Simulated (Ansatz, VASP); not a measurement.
# Au in VASP and in Ansatz

```
Au
1.0
     0.00000    2.07826    2.07826
     2.07826    0.00000    2.07826
     2.07826    2.07826    0.00000
Au
1
Cartesian
  0.0000 0.0000 0.0000
```

Alike in both runs: task single point; functional PBE; k mesh 13 × 13 × 13; occupations gaussian, width 0.3 eV; no spin polarisation.

|  | VASP | Ansatz |
| --- | --- | --- |
| version | VASP 6.6.1 | Ansatz 0.2.0 |
| potentials or method | VASP PAW PBE potentials, release 64 (Au), cutoff 520 eV | plane waves (420 eV) with PAW, scalar-relativistic |
| valence electrons in the cell | 11 | 19 |

|  | VASP | Ansatz | Ansatz less VASP |
| --- | --- | --- | --- |
| pressure (GPa) | -0.2 | 0.1 | +0.23 |

VASP's potentials hold 11 valence electrons a cell and Ansatz's 19, so a difference there can come from the potentials and not from the codes.

Neither program's run includes spin-orbit coupling.
